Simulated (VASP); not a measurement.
# MgO (P6_3mc) in VASP: further runs

The runs below take MgO through single point, with PBE.

Everything below comes from runs of VASP 6.6.1. Logs are shortened: lines on timing, memory, paths and dates and some standing lists are left out, and cuts for length are marked.

### Step 1. The cell of the first run

Symmetry: P6_3mc, No. 186, hexagonal system. The conventional cell has a = 3.120 Å, b = 3.120 Å, c = 5.783 Å, α = 90.00°, β = 90.00°, γ = 120.00°. Mg (site symmetry 3m) has 4 O at 1.91 to 2.27 Å within 2.5 Å. O (site symmetry 3m) has 4 Mg at 1.91 to 2.27 Å within 2.5 Å.

### Step 2. Single point, PBE (c/a of the conventional cell at fixed volume 1.8538)

INCAR

```
SYSTEM = MgO
PREC     = Accurate       ! precision mode
ENCUT    = 520            ! plane-wave cutoff, eV
EDIFF    = 1E-7           ! SCF threshold, eV
ISMEAR   = 0              ! smearing method
SIGMA    = 0.05           ! smearing width, eV
LREAL    = .False.        ! projectors in reciprocal space
LASPH    = .True.         ! aspherical terms in the spheres
NELM     = 60             ! most SCF steps
ALGO     = Normal         ! electronic algorithm
ISIF     = 2              ! what is computed and relaxed
LWAVE    = .False.        ! write WAVECAR
LCHARG   = .False.        ! write CHGCAR
GGA      = PE             ! functional
NBANDS   = 16             ! bands
```

KPOINTS

```
Automatic mesh
0
Gamma
  9 9 6
  0 0 0
```

POSCAR

```
MgO
1.0
    3.1197997655      0.0000000000      0.0000000000
   -1.5598998828      2.7018258517      0.0000000000
    0.0000000000      0.0000000000      5.7834848054
Mg O
2 2
Direct
    0.3333333333      0.6666666667      0.0063188013
    0.6666666667      0.3333333333      0.5063188013
    0.3333333333      0.6666666667      0.3982811987
    0.6666666667      0.3333333333      0.8982811987
```

Potentials or basis: VASP PAW PBE potentials, release 64 (Mg, O).

Run with:

```bash
cat potpaw_PBE.64/Mg/POTCAR potpaw_PBE.64/O/POTCAR > POTCAR
mpirun -np 1 vasp_std > vasp.out
```

OUTCAR:

```text
SYSTEM = MgO
   PREC = Accurate
   ENCUT = 520
   EDIFF = 1E-7
   ISMEAR = 0
   LREAL = .False.
   LASPH = .True.
   NELM = 60
   ISIF = 2
   GGA = PE

 ion  position               nearest neighbor table
   1  0.333  0.667  0.006-   4 1.91   4 1.91   4 1.91   3 2.27   2 3.41   2 3.41   2 3.41   2 3.41
                             2 3.41   2 3.41
   2  0.667  0.333  0.506-   3 1.91   3 1.91   3 1.91   4 2.27   1 3.41   1 3.41   1 3.41   1 3.41
                             1 3.41   1 3.41
   3  0.333  0.667  0.398-   2 1.91   2 1.91   2 1.91   1 2.27
   4  0.667  0.333  0.898-   1 1.91   1 1.91   1 1.91   2 2.27

  LATTYP: Found a hexagonal cell.
 ALAT       =     3.1197997655
 C/A-ratio  =     1.8538000000

  Lattice vectors:

 A1 = (   3.1197997655,   0.0000000000,   0.0000000000)
 A2 = (  -1.5598998828,   2.7018258517,   0.0000000000)
 A3 = (   0.0000000000,   0.0000000000,   5.7834848054)

Analysis of symmetry for initial positions (statically):
=====================================================================
 Subroutine PRICEL returns:
 Original cell was already a primitive cell.

 Routine SETGRP: Setting up the symmetry group for a
 hexagonal supercell.

 Subroutine GETGRP returns: Found 12 space group operations
 (whereof  6 operations were pure point group operations)
 out of a pool of 24 trial point group operations.

The static configuration has the point symmetry C_3v.
 The point group associated with its full space group is C_6v.

Analysis of symmetry for dynamics (positions and initial velocities):
=====================================================================
 Subroutine PRICEL returns:
 Original cell was already a primitive cell.

 Routine SETGRP: Setting up the symmetry group for a
 hexagonal supercell.

 Subroutine GETGRP returns: Found 12 space group operations
 (whereof  6 operations were pure point group operations)
 out of a pool of 24 trial point group operations.

The dynamic configuration has the point symmetry C_3v.
 The point group associated with its full space group is C_6v.

 Subroutine INISYM returns: Found 12 space group operations
 (whereof  6 operations are pure point group operations),
 and found     1 'primitive' translations

----------------------------------------------------------------------------------------

                                     Primitive cell

  volume of cell :      48.7499

  direct lattice vectors                    reciprocal lattice vectors
     3.119799765  0.000000000  0.000000000     0.320533392  0.185060040  0.000000000
    -1.559899883  2.701825852  0.000000000     0.000000000  0.370120080  0.000000000
     0.000000000  0.000000000  5.783484805     0.000000000  0.000000000  0.172906134

  length of vectors
     3.119799765  3.119799766  5.783484805     0.370120080  0.370120080  0.172906134

  position of ions in fractional coordinates (direct lattice)
     0.333333333  0.666666667  0.006318801
     0.666666667  0.333333333  0.506318801
     0.333333333  0.666666667  0.398281199
     0.666666667  0.333333333  0.898281199

  ion indices of the primitive-cell ions
   primitive index   ion index
                 1           1
                 2           2
                 3           3
                 4           4

----------------------------------------------------------------------------------------

 KPOINTS: Automatic mesh

Automatic generation of k-mesh.
 Grid dimensions read from file:
 generate k-points for:    9    9    6

 Generating k-lattice:

  Cartesian coordinates                     Fractional coordinates (reciprocal lattice)
     0.035614821  0.020562227  0.000000000     0.111111111 -0.000000000  0.000000000
     0.000000000  0.041124453  0.000000000     0.000000000  0.111111111  0.000000000
     0.000000000  0.000000000  0.028817689     0.000000000  0.000000000  0.166666667

  Length of vectors
     0.041124453  0.041124453  0.028817689

  Shift w.r.t. Gamma in fractional coordinates (k-lattice)
     0.000000000  0.000000000  0.000000000

 Subroutine IBZKPT returns following result:
 ===========================================

 Found     48 irreducible k-points:

 Following reciprocal coordinates:
            Coordinates               Weight
  0.000000  0.000000  0.000000      1.000000
  0.111111  0.000000  0.000000      6.000000
  0.222222  0.000000  0.000000      6.000000
  0.333333  0.000000  0.000000      6.000000
  0.444444  0.000000  0.000000      6.000000
  0.111111  0.111111  0.000000      6.000000
[... 16 lines left out ...]
  0.333333  0.222222  0.166667     24.000000
  0.333333  0.333333  0.166667      4.000000
 [... further k-points ...]
   k-points           NKPTS =     48   k-points in BZ     NKDIM =     48   number of bands    NBANDS=     16
   number of dos      NEDOS =    301   number of ions     NIONS =      4
   total plane-waves  NPLWV =  27648
   dimension x,y,z NGX =    24 NGY =   24 NGZ =   48
   dimension x,y,z NGXF=    48 NGYF=   48 NGZF=   96
   ions per type =               2   2
   NGX,Y,Z   is equivalent  to a cutoff of  12.79, 12.79, 13.80 a.u.
   NGXF,Y,Z  is equivalent  to a cutoff of  25.58, 25.58, 27.60 a.u.
 SYSTEM =  MgO
   PREC   = accura    normal or accurate (medium, high low for compatibility)
   ISTART =      0    job   : 0-new  1-cont  2-samecut
   ICHARG =      2    charge: 1-file 2-atom 10-const
   ISPIN  =      1    spin polarized calculation?
   LNONCOLLINEAR =      F non collinear calculations
   LSORBIT =      F    spin-orbit coupling
   LASPH  =      T    aspherical Exc in radial PAW
   ENCUT  =  520.0 eV  38.22 Ry    6.18 a.u.   5.80  5.80 10.75*2*pi/ulx,y,z
   NELM   =     60;   NELMIN=  2; NELMDL= -5     # of ELM steps
   EDIFF  = 0.1E-06   stopping-criterion for ELM
   LREAL  =      F    real-space projection
   EDIFFG = 0.1E-05   stopping-criterion for IOM
   NSW    =      0    number of steps for IOM
   IBRION =     -1    ionic relax: 0-MD 1-quasi-New 2-CG
   NFREE  =      0    steps in history (QN), initial steepest desc. (CG)
   ISIF   =      2    stress and relaxation
   ISYM   =      2    0-nonsym 1-usesym 2-fastsym
   POTIM  = 0.5000    time-step for ionic-motion
   TEBEG  =    0.0;   TEEND  =   0.0 temperature during run
   PSTRESS=    0.0 pullay stress
   NELECT =      16.0000    total number of electrons
   NUPDOWN=      -1.0000    fix difference up-down
   EMIN   =  10.00;   EMAX   =-10.00  energy-range for DOS
   EFERMI =   0.00;   METHOD = LEGACY
   ISMEAR =     0;   SIGMA  =   0.05  broadening in eV -4-tet -1-fermi 0-gaus
   EFERMI_NEDOS =   21; number of points for ismear=-14 and -15
   IALGO  =     38    algorithm
   IMIX   =      4    mixing-type and parameters
     AMIX     =   0.40;   BMIX     =  1.00
     AMIX_MAG =   1.60;   BMIX_MAG =  1.00
  volume/ion in A,a.u.               =      12.19        82.25
  Fermi-wavevector in a.u.,A,eV,Ry     =   1.129250  2.133974 17.350238  1.275207
  Thomas-Fermi vector in A             =   2.265943
   LORBIT       =      0    0 simple, 1 ext, 2 COOP (PROOUT), +10 PAW based schemes
   GGA     = PE    functional components
   LHFCALC =     F    Hartree Fock is set to
   AEXX    =    0.0000 exact exchange contribution
   IVDW    =     0    specifies the selected vdW correction
   LEPSILON=     F    determine dielectric tensor
   LRPA    =     F    only Hartree local field effects (RPA)
 non-spin polarized calculation
 Gauss-broadening in eV      SIGMA  =   0.05
  energy-cutoff  :      520.00
  volume of cell :       48.75
 maximum number of plane-waves:      1328
 NGX is ok and might be reduce to    24
   NGX = 11   NGY = 11   NGZ = 21

 number of electron      15.9999991 magnetization

 Free energy of the ion-electron system (eV)
  ---------------------------------------------------
  ext. energy  EPLUGINS =         0.00000000
  ---------------------------------------------------
  free energy    TOTEN  =       -22.93633562 eV

  energy without entropy =      -22.93633562  energy(sigma->0) =      -22.93633562

 E-fermi :   0.9914     XC(G=0):  -9.5803

 val. band max:        0.7197292201   @ k =   0.0000   0.0000   0.0000
 cond. band min:       4.0642416323   @ k =   0.0000   0.0000   0.0000
 fundamental gap:      3.3445124121
 Fermi energy:         0.9913686575

 k-point     1 :       0.0000    0.0000    0.0000
  band No.  band energies     occupation
      1     -15.2306      2.00000
      2     -14.7741      2.00000
      3      -2.4951      2.00000
      4       0.4484      2.00000
      5       0.6111      2.00000
      6       0.6111      2.00000
[... 8 lines left out ...]
     15      17.9321      0.00000
     16      18.5691      0.00000

 k-point     2 :       0.1111    0.0000    0.0000
  band No.  band energies     occupation
      1     -15.1588      2.00000
      2     -14.7263      2.00000
      3      -2.3464      2.00000
      4       0.1799      2.00000
      5       0.3175      2.00000
      6       0.4634      2.00000
[... 8 lines left out ...]
     15      17.4194      0.00000
     16      17.7970      0.00000

 k-point     3 :       0.2222    0.0000    0.0000
  band No.  band energies     occupation
      1     -14.9691      2.00000
      2     -14.6058      2.00000
      3      -1.9281      2.00000
      4      -0.7574      2.00000
      5      -0.3941      2.00000
      6       0.3856      2.00000
[... 8 lines left out ...]
     15      16.7958      0.00000
     16      17.2559      0.00000

 k-point     4 :       0.3333    0.0000    0.0000
  band No.  band energies     occupation
      1     -14.7327      2.00000
      2     -14.4738      2.00000
      3      -1.5818      2.00000
      4      -1.3348      2.00000
      5      -1.0908      2.00000
      6       0.2296      2.00000
[... 8 lines left out ...]
     15      16.0853      0.00000
     16      17.6611      0.00000
[... 324 lines left out ...]
 k-point    22 :       0.2222    0.2222    0.1667
  band No.  band energies     occupation
      1     -14.6088      2.00000
      2     -14.4341      2.00000
      3      -1.5928      2.00000
      4      -1.3710      2.00000
      5      -0.7154      2.00000
      6      -0.2296      2.00000
[... 8 lines left out ...]
     15      14.1635      0.00000
     16      17.7627      0.00000

 k-point    23 :       0.3333    0.2222    0.1667
  band No.  band energies     occupation
      1     -14.4673      2.00000
      2     -14.3833      2.00000
      3      -1.7419      2.00000
      4      -1.3330      2.00000
      5      -0.6608      2.00000
      6      -0.3823      2.00000
[... 8 lines left out ...]
     15      14.3326      0.00000
     16      17.6895      0.00000

 k-point    24 :       0.3333    0.3333    0.1667
  band No.  band energies     occupation
      1     -14.3923      2.00000
      2     -14.3923      2.00000
      3      -1.5085      2.00000
      4      -1.0425      2.00000
      5      -1.0425      2.00000
      6      -0.8040      2.00000
[... 8 lines left out ...]
     15      14.4025      0.00000
     16      18.6741      0.00000

 [... further k-points ...]

------------------------ aborting loop because EDIFF is reached ----------------------------------------

  FORCE on cell =-STRESS in cart. coord.  units (eV):
  Direction    XX          YY          ZZ          XY          YZ          ZX
  --------------------------------------------------------------------------------------
  -------------------------------------------------------------------------------------
  Total        5.0254088      5.0254088     -4.6014769     -0.0000000      0.0000000      0.0000000
  in kB      165.1613055    165.1613055   -151.2286791     -0.0000000      0.0000000      0.0000000
  external PRESSURE =      59.6979773 kB  Pullay stress =       0.0000000 kB

 VOLUME and BASIS-vectors are now :
 -----------------------------------------------------------------------------
  energy-cutoff  :      520.00
  volume of cell :       48.75
      direct lattice vectors                 reciprocal lattice vectors
     3.119799765  0.000000000  0.000000000     0.320533392  0.185060040  0.000000000
    -1.559899883  2.701825852  0.000000000     0.000000000  0.370120080  0.000000000
     0.000000000  0.000000000  5.783484805     0.000000000  0.000000000  0.172906134

 POSITION                                       TOTAL-FORCE (eV/Angst)
 -----------------------------------------------------------------------------------
     -0.00000      1.80122      0.03654        -0.000000     -0.000000      0.890226
      1.55990      0.90061      2.92829         0.000000      0.000000      0.890226
     -0.00000      1.80122      2.30345         0.000000     -0.000000     -0.890226
      1.55990      0.90061      5.19520        -0.000000      0.000000     -0.890226
 -----------------------------------------------------------------------------------
    total drift:                               -0.000000      0.000000     -0.001825

  FREE ENERGIE OF THE ION-ELECTRON SYSTEM (eV)
  ---------------------------------------------------
  free  energy   TOTEN  =       -22.9363356239 eV

  energy  without entropy=      -22.9363356239  energy(sigma->0) =      -22.93633562
```

Run time: 79 s. Hardware: 1 thread of AMD EPYC 7R13, shared host; peak memory 0.16 GiB.

Results:

| Property | Result |
| --- | --- |
| Free energy | -22.9363 eV |
| Pressure | 6.0 GPa |
| Largest force | 0.890 eV/Å |
| Band gap on the k mesh | 3.34 eV, direct |

Forces on the atoms (eV/Å):
```
Mg   0.000  0.000  0.890
Mg   0.000  0.000  0.890
O    0.000  0.000 -0.890
O    0.000  0.000 -0.890
```

Stress tensor (GPa, compression positive):
```
 16.52   0.00   0.00
  0.00  16.52   0.00
  0.00   0.00 -15.12
```

Levels at points of the mesh, in eV from the valence-band top:
```tsv
k point	band 5	band 6	band 7	band 8	band 9	band 10	band 11	band 12
(0.00, 0.00, 0.00)	-0.11	-0.11	0.00	0.00	3.34	8.84	9.08	14.56
(0.00, 0.00, 0.50)	-0.05	-0.05	-0.05	-0.05	5.74	5.74	12.02	12.02
```

 A k mesh can miss the band edges.

### Step 3. Single point, PBE (c/a of the conventional cell at fixed volume 1.8538)

INCAR

```
PREC = Accurate
ENCUT = 520
EDIFF = 1E-7
ISMEAR = 0
SIGMA = 0.05
LREAL = False
LASPH = True
NELM = 60
ALGO = Normal
ISIF = 2
LWAVE = False
LCHARG = False
GGA = PE
NBANDS = 16
```

KPOINTS

```
Automatic mesh
0
Gamma
  9 9 6
```

POSCAR, as its differences from that of step 2:

```diff
@@ -8,4 +8,4 @@
 Direct
-    0.3333333333      0.6666666667      0.0063188013
-    0.6666666667      0.3333333333      0.5063188013
+    0.3333333333      0.6666666667      0.0258441501
+    0.6666666667      0.3333333333      0.5258441501
     0.3333333333      0.6666666667      0.3982811987
```

Potentials or basis: VASP PAW PBE potentials, release 64 (Mg, O).

Run with:

```bash
cat potpaw_PBE.64/Mg/POTCAR potpaw_PBE.64/O/POTCAR > POTCAR
mpirun -np 1 vasp_std > vasp.out
```

Wall time 68 s (1 thread of AMD EPYC 7R13, shared host); peak memory 0.16 GiB.

Results (log left out):

```
Free energy            : -23.0925 eV
Pressure               : 2.1 GPa
Largest force          : 0.453 eV/Å
Band gap on the k mesh : 3.17 eV, direct
```

Forces on the atoms (eV/Å):
```
Mg   0.000  0.000  0.453
Mg   0.000  0.000  0.453
O    0.000  0.000 -0.453
O    0.000  0.000 -0.453
```

Stress tensor (GPa, compression positive):
```
 11.73   0.00   0.00
  0.00  11.73   0.00
  0.00   0.00 -17.06
```

Levels at points of the mesh, in eV from the valence-band top:
```
           k point  band 4  band 5  band 6  band 7  band 8  band 9  band 10  band 11  band 12  band 13
(0.00, 0.00, 0.00)   -0.53   -0.10   -0.10    0.00    0.00    3.17     8.57     8.88    14.44    15.87
(0.00, 0.00, 0.50)   -2.30   -0.05   -0.05   -0.05   -0.05    5.53     5.53    11.80    11.80    16.33
```

### Step 4. Single point, PBE (c/a of the conventional cell at fixed volume 1.2359)

INCAR

```
SYSTEM = MgO
ALGO = Normal
EDIFF = 1E-6
ENCUT = 520
GGA = PE
ISIF = 2
ISMEAR = 0
LASPH = .TRUE.
LCHARG = .TRUE.
LELF = .TRUE.
LREAL = .FALSE.
LVHAR = .TRUE.
LWAVE = .FALSE.
NBANDS = 16
NELM = 100
PREC = Accurate
SIGMA = 0.05
```

KPOINTS

```
k-points
0
G
  9 9 6
  0 0 0
```

POSCAR

```
MgO
1.0
    3.5712471184      0.0000000000      0.0000000000
   -1.7856235592      3.0927907277      0.0000000000
    0.0000000000      0.0000000000      4.4137043136
Mg O
2 2
Direct
    0.3333333333      0.6666666667      0.0258441501
    0.6666666667      0.3333333333      0.5258441501
    0.3333333333      0.6666666667      0.3982811987
    0.6666666667      0.3333333333      0.8982811987
```

Run with:

```bash
cat potpaw_PBE.64/Mg/POTCAR potpaw_PBE.64/O/POTCAR > POTCAR
mpirun -np 1 vasp_std > vasp.out
```

It took 72 s on 1 thread of AMD EPYC 7R13, shared host; peak memory 0.16 GiB.

The run converged. Its results:

- Free energy: -21.4580 eV
- Pressure: 16.5 GPa
- Largest force: 7.196 eV/Å
- Band gap on the k mesh: 3.21 eV, indirect (the least direct gap lies 2.2 meV higher)

Forces on the atoms (eV/Å):
```
Mg   0.000  0.000 -7.196
Mg   0.000  0.000 -7.196
O    0.000  0.000  7.196
O    0.000  0.000  7.196
```

Stress tensor (GPa, compression positive):
```
-11.59   0.00   0.00
  0.00 -11.59   0.00
  0.00   0.00  72.57
```

Levels at points of the mesh, in eV from the valence-band top:
```tsv
k point	band 4	band 5	band 6	band 7	band 8	band 9	band 10	band 11	band 12	band 13
(0.00, 0.00, 0.00)	-1.13	-1.13	-0.47	-0.47	0.00	3.21	8.11	11.19	12.24	12.24
(0.00, 0.00, 0.50)	-1.82	-0.81	-0.81	-0.81	-0.81	5.75	5.75	12.77	12.77	12.77
```

Caveat: forces of over 1 eV/Å act on the atoms, so gaps and moduli don't describe the material at rest. A k mesh can miss the band edges.
